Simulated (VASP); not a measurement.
# YF (R-3m) in VASP: single point with PBEsol

Aim: the single point of YF with PBEsol.

Program: VASP 6.6.1. These are calculated values, not measurements. Logs are shortened: lines on timing, memory, paths and dates and some standing lists are left out, and cuts for length are marked.

### 1 The cell of the first run

Symmetry: R-3m, No. 166, trigonal system. The conventional cell has a = 3.718 Å, b = 3.718 Å, c = 19.009 Å, α = 90.00°, β = 90.00°, γ = 120.00°. Y (site symmetry 3m) has 4 F at 2.39 to 2.44 Å within 3.2 Å. F (site symmetry 3m) has 4 Y at 2.39 to 2.44 Å and 3 F at 2.56 Å within 3.2 Å.

### 2 Single point, PBEsol

The input, INCAR:

```
ALGO = Normal ; EDIFF = 1E-6
ENCUT = 520 ; GGA = PS
ISIF = 2 ; ISMEAR = 0
LASPH = True ; LCHARG = False
LREAL = False ; LWAVE = False
NBANDS = 26 ; NELM = 80
PREC = Accurate ; SIGMA = 0.1
```

The input, KPOINTS:

```
k-points
0
Gamma
  12 12 12
```

The input, POSCAR:

```
YF
1.0
    1.8591958684      1.0734072351      6.3364612322
   -1.8591958684      1.0734072351      6.3364612322
    0.0000000000     -2.1468144702      6.3364612322
Y F
2 2
Direct
    0.2416394996      0.2416394996      0.2416394996
    0.7583605004      0.7583605004      0.7583605004
    0.3700662248      0.3700662248      0.3700662248
    0.6299337752      0.6299337752      0.6299337752
```

Potentials or basis: VASP PAW PBE potentials, release 64 (Y_sv, F).

On the command line:

```
cat potpaw_PBE.64/Y_sv/POTCAR potpaw_PBE.64/F/POTCAR > POTCAR
mpirun -np 1 vasp_std > vasp.out
```

OUTCAR:

```text
EDIFF = 1E-6
   ENCUT = 520
   GGA = PS
   ISIF = 2
   ISMEAR = 0
   LASPH = True
   LREAL = False
   NELM = 80
   PREC = Accurate

 ion  position               nearest neighbor table
   1  0.242  0.242  0.242-   4 2.39   4 2.39   4 2.39   3 2.44   2 3.57   2 3.57   2 3.57   2 4.09
                             2 4.09   2 4.09
   2  0.758  0.758  0.758-   3 2.39   3 2.39   3 2.39   4 2.44   1 3.57   1 3.57   1 3.57   1 4.09
                             1 4.09   1 4.09
   3  0.370  0.370  0.370-   2 2.39   2 2.39   2 2.39   1 2.44
   4  0.630  0.630  0.630-   1 2.39   1 2.39   1 2.39   2 2.44

  LATTYP: Found a trigonal (rhomboedric) cell.
 ALAT       =     6.6902580904
 COS(alpha) =     0.8455476420

  Lattice vectors:

 A1 = (   1.8591958684,   1.0734072351,   6.3364612322)
 A2 = (  -1.8591958684,   1.0734072351,   6.3364612322)
 A3 = (   0.0000000000,  -2.1468144702,   6.3364612322)

Analysis of symmetry for initial positions (statically):
=====================================================================
 Subroutine PRICEL returns:
 Original cell was already a primitive cell.

 Routine SETGRP: Setting up the symmetry group for a
 trigonal (rhombohedral) supercell.

 Subroutine GETGRP returns: Found 12 space group operations
 (whereof 12 operations were pure point group operations)
 out of a pool of 12 trial point group operations.

The static configuration has the point symmetry D_3d.

Analysis of symmetry for dynamics (positions and initial velocities):
=====================================================================
 Subroutine PRICEL returns:
 Original cell was already a primitive cell.

 Routine SETGRP: Setting up the symmetry group for a
 trigonal (rhombohedral) supercell.

 Subroutine GETGRP returns: Found 12 space group operations
 (whereof 12 operations were pure point group operations)
 out of a pool of 12 trial point group operations.

The dynamic configuration has the point symmetry D_3d.

 Subroutine INISYM returns: Found 12 space group operations
 (whereof 12 operations are pure point group operations),
 and found     1 'primitive' translations

----------------------------------------------------------------------------------------

                                     Primitive cell

  volume of cell :      75.8731

  direct lattice vectors                    reciprocal lattice vectors
     1.859195868  1.073407235  6.336461232     0.268933472  0.155268812  0.052605598
    -1.859195868  1.073407235  6.336461232    -0.268933472  0.155268812  0.052605598
     0.000000000 -2.146814470  6.336461232     0.000000000 -0.310537625  0.052605598

  length of vectors
     6.690258090  6.690258090  6.690258090     0.314961848  0.314961848  0.314961848

  position of ions in fractional coordinates (direct lattice)
     0.241639500  0.241639500  0.241639500
     0.758360500  0.758360500  0.758360500
     0.370066225  0.370066225  0.370066225
     0.629933775  0.629933775  0.629933775

  ion indices of the primitive-cell ions
   primitive index   ion index
                 1           1
                 2           2
                 3           3
                 4           4

----------------------------------------------------------------------------------------

 KPOINTS: k-points

Automatic generation of k-mesh.
 Grid dimensions read from file:
 generate k-points for:   12   12   12

 Generating k-lattice:

  Cartesian coordinates                     Fractional coordinates (reciprocal lattice)
     0.022411123  0.012939068  0.004383800     0.083333333  0.000000000  0.000000000
    -0.022411123  0.012939068  0.004383800     0.000000000  0.083333333  0.000000000
     0.000000000 -0.025878135  0.004383800     0.000000000  0.000000000  0.083333333

  Length of vectors
     0.026246821  0.026246821  0.026246821

  Shift w.r.t. Gamma in fractional coordinates (k-lattice)
     0.000000000  0.000000000  0.000000000

 Subroutine IBZKPT returns following result:
 ===========================================

 Found    189 irreducible k-points:

 Following reciprocal coordinates:
            Coordinates               Weight
  0.000000  0.000000  0.000000      1.000000
  0.083333  0.000000  0.000000      6.000000
  0.166667  0.000000  0.000000      6.000000
  0.250000 -0.000000  0.000000      6.000000
  0.333333  0.000000  0.000000      6.000000
  0.416667  0.000000  0.000000      6.000000
[... 16 lines left out ...]
  0.500000  0.166667 -0.000000     12.000000
 -0.416667  0.166667 -0.000000     12.000000
 [... further k-points ...]
   k-points           NKPTS =    189   k-points in BZ     NKDIM =    189   number of bands    NBANDS=     26
   number of dos      NEDOS =    301   number of ions     NIONS =      4
   total plane-waves  NPLWV = 125000
   dimension x,y,z NGX =    50 NGY =   50 NGZ =   50
   dimension x,y,z NGXF=   100 NGYF=  100 NGZF=  100
   ions per type =               2   2
   NGX,Y,Z   is equivalent  to a cutoff of  12.42, 12.42, 12.42 a.u.
   NGXF,Y,Z  is equivalent  to a cutoff of  24.85, 24.85, 24.85 a.u.
 SYSTEM =  unknown system
   PREC   = accura    normal or accurate (medium, high low for compatibility)
   ISTART =      0    job   : 0-new  1-cont  2-samecut
   ICHARG =      2    charge: 1-file 2-atom 10-const
   ISPIN  =      1    spin polarized calculation?
   LNONCOLLINEAR =      F non collinear calculations
   LSORBIT =      F    spin-orbit coupling
   LASPH  =      T    aspherical Exc in radial PAW
   ENCUT  =  520.0 eV  38.22 Ry    6.18 a.u.  12.44 12.44 12.44*2*pi/ulx,y,z
   NELM   =     80;   NELMIN=  2; NELMDL= -5     # of ELM steps
   EDIFF  = 0.1E-05   stopping-criterion for ELM
   LREAL  =      F    real-space projection
   EDIFFG = 0.1E-04   stopping-criterion for IOM
   NSW    =      0    number of steps for IOM
   IBRION =     -1    ionic relax: 0-MD 1-quasi-New 2-CG
   NFREE  =      0    steps in history (QN), initial steepest desc. (CG)
   ISIF   =      2    stress and relaxation
   ISYM   =      2    0-nonsym 1-usesym 2-fastsym
   POTIM  = 0.5000    time-step for ionic-motion
   TEBEG  =    0.0;   TEEND  =   0.0 temperature during run
   PSTRESS=    0.0 pullay stress
   NELECT =      36.0000    total number of electrons
   NUPDOWN=      -1.0000    fix difference up-down
   EMIN   =  10.00;   EMAX   =-10.00  energy-range for DOS
   EFERMI =   0.00;   METHOD = LEGACY
   ISMEAR =     0;   SIGMA  =   0.10  broadening in eV -4-tet -1-fermi 0-gaus
   EFERMI_NEDOS =   21; number of points for ismear=-14 and -15
   IALGO  =     38    algorithm
   IMIX   =      4    mixing-type and parameters
     AMIX     =   0.40;   BMIX     =  1.00
     AMIX_MAG =   1.60;   BMIX_MAG =  1.00
  volume/ion in A,a.u.               =      18.97       128.00
  Fermi-wavevector in a.u.,A,eV,Ry     =   1.276869  2.412933 22.182872  1.630395
  Thomas-Fermi vector in A             =   2.409501
   LORBIT       =      0    0 simple, 1 ext, 2 COOP (PROOUT), +10 PAW based schemes
   GGA     = PS    functional components
   LHFCALC =     F    Hartree Fock is set to
   AEXX    =    0.0000 exact exchange contribution
   IVDW    =     0    specifies the selected vdW correction
   LEPSILON=     F    determine dielectric tensor
   LRPA    =     F    only Hartree local field effects (RPA)
 non-spin polarized calculation
 Gauss-broadening in eV      SIGMA  =   0.10
  energy-cutoff  :      520.00
  volume of cell :       75.87
 maximum number of plane-waves:      2060
 NGX is ok and might be reduce to    50
   NGX = 25   NGY = 25   NGZ = 25

 number of electron      36.0000009 magnetization

 Free energy of the ion-electron system (eV)
  ---------------------------------------------------
  ext. energy  EPLUGINS =         0.00000000
  ---------------------------------------------------
  free energy    TOTEN  =       -27.68128798 eV

  energy without entropy =      -27.64866167  energy(sigma->0) =      -27.66497482

 E-fermi :   4.0340     XC(G=0): -10.0874

 val. band max:        4.0339792702   @ k =   0.2500   0.2500   0.0000
 cond. band min:       4.0344038971   @ k =  -0.1667  -0.3333   0.0833
 fundamental gap:      0.0004246269
 Fermi energy:         4.0340390150

 k-point     1 :       0.0000    0.0000    0.0000
  band No.  band energies     occupation
      1     -39.1513      2.00000
      2     -39.1053      2.00000
      3     -22.6285      2.00000
      4     -21.6556      2.00000
      5     -19.0296      2.00000
      6     -19.0296      2.00000
[... 18 lines left out ...]
     25       7.1969      0.00000
     26       8.1370      0.00000

 k-point     2 :       0.0833    0.0000    0.0000
  band No.  band energies     occupation
      1     -39.1482      2.00000
      2     -39.1038      2.00000
      3     -22.6224      2.00000
      4     -21.6877      2.00000
      5     -19.0430      2.00000
      6     -19.0350      2.00000
[... 18 lines left out ...]
     25       7.2369      0.00000
     26       7.8856      0.00000

 k-point     3 :       0.1667    0.0000    0.0000
  band No.  band energies     occupation
      1     -39.1397      2.00000
      2     -39.0997      2.00000
      3     -22.6047      2.00000
      4     -21.7762      2.00000
      5     -19.1512      2.00000
      6     -19.0495      2.00000
[... 18 lines left out ...]
     25       7.3652      0.00000
     26       7.7381      0.00000

 k-point     4 :       0.2500   -0.0000    0.0000
  band No.  band energies     occupation
      1     -39.1274      2.00000
      2     -39.0946      2.00000
      3     -22.5757      2.00000
      4     -21.8998      2.00000
      5     -19.2370      2.00000
      6     -19.0690      2.00000
[... 18 lines left out ...]
     25       7.5912      0.00000
     26       7.7923      0.00000

 k-point     5 :       0.3333    0.0000    0.0000
  band No.  band energies     occupation
      1     -39.1141      2.00000
      2     -39.0905      2.00000
      3     -22.5364      2.00000
      4     -22.0316      2.00000
      5     -19.2824      2.00000
      6     -19.0891      2.00000
[... 18 lines left out ...]
     25       7.9333      0.00000
     26       8.0712      0.00000

 k-point     6 :       0.4167    0.0000    0.0000
  band No.  band energies     occupation
      1     -39.1025      2.00000
      2     -39.0894      2.00000
      3     -22.4920      2.00000
      4     -22.1431      2.00000
      5     -19.2857      2.00000
      6     -19.1573      2.00000
[... 427 lines left out ...]
 k-point    21 :       0.3333    0.1667    0.0000
  band No.  band energies     occupation
      1     -39.1203      2.00000
      2     -39.0931      2.00000
      3     -22.5595      2.00000
      4     -21.9619      2.00000
      5     -19.2512      2.00000
      6     -19.0995      2.00000
[... 18 lines left out ...]
     25       7.9473      0.00000
     26       8.2070      0.00000

 k-point    22 :       0.4167    0.1667    0.0000
  band No.  band energies     occupation
      1     -39.1084      2.00000
      2     -39.0898      2.00000
      3     -22.5181      2.00000
      4     -22.0812      2.00000
      5     -19.2677      2.00000
      6     -19.1643      2.00000
[... 18 lines left out ...]
     25       8.4467      0.00000
     26       8.5810      0.00000

 k-point    23 :       0.5000    0.1667   -0.0000
  band No.  band energies     occupation
      1     -39.0982      2.00000
      2     -39.0890      2.00000
      3     -22.4688      2.00000
      4     -22.1861      2.00000
      5     -19.2672      2.00000
      6     -19.2229      2.00000
[... 18 lines left out ...]
     25       8.5401      0.00000
     26       9.0362      0.00000

 k-point    24 :      -0.4167    0.1667   -0.0000
  band No.  band energies     occupation
      1     -39.0941      2.00000
      2     -39.0891      2.00000
      3     -22.4400      2.00000
      4     -22.2346      2.00000
      5     -19.2698      2.00000
      6     -19.2442      2.00000
[... 18 lines left out ...]
     25       8.4800      0.00000
     26       9.1608      0.00000

 [... further k-points ...]
[... 5 lines left out ...]
  --------------------------------------------------------------------------------------
  -------------------------------------------------------------------------------------
  Total       -0.0480868     -0.0480868     -0.0667770      0.0000000      0.0000000      0.0000000
  in kB       -1.0154263     -1.0154263     -1.4100988      0.0000000      0.0000000      0.0000000
  external PRESSURE =      -1.1469838 kB  Pullay stress =       0.0000000 kB

 VOLUME and BASIS-vectors are now :
 -----------------------------------------------------------------------------
  energy-cutoff  :      520.00
  volume of cell :       75.87
      direct lattice vectors                 reciprocal lattice vectors
     1.859195868  1.073407235  6.336461232     0.268933472  0.155268812  0.052605598
    -1.859195868  1.073407235  6.336461232    -0.268933472  0.155268812  0.052605598
     0.000000000 -2.146814470  6.336461232     0.000000000 -0.310537625  0.052605598

 POSITION                                       TOTAL-FORCE (eV/Angst)
 -----------------------------------------------------------------------------------
      0.00000      0.00000      4.59342         0.000000     -0.000000     -0.011603
      0.00000      0.00000     14.41597         0.000000      0.000000      0.011603
      0.00000      0.00000      7.03473         0.000000      0.000000     -0.005350
      0.00000      0.00000     11.97465         0.000000     -0.000000      0.005350
 -----------------------------------------------------------------------------------
    total drift:                               -0.000000     -0.000000      0.000000

  FREE ENERGIE OF THE ION-ELECTRON SYSTEM (eV)
  ---------------------------------------------------
  free  energy   TOTEN  =       -27.6812879775 eV

  energy  without entropy=      -27.6486616704  energy(sigma->0) =      -27.66497482
```

Run time: 12 min. Hardware: 1 thread of Intel Xeon 6975P-C (Granite Rapids), shared host; peak memory 0.59 GiB.

What came out:

- Free energy: -27.6813 eV
- Pressure: -0.1 GPa
- Largest force: 0.012 eV/Å
- Band gap on the k mesh: zero (band 18 reaches 4.17 eV, above the bottom of band 19 at 3.81 eV)

Forces in eV/Å, atoms in the order of the input:
```
Y    0.000  0.000 -0.012
Y    0.000  0.000  0.012
F    0.000  0.000 -0.005
F    0.000  0.000  0.005
```

Caveat: the PAW data sets were made with another functional, which shifts forces and pressure a little.
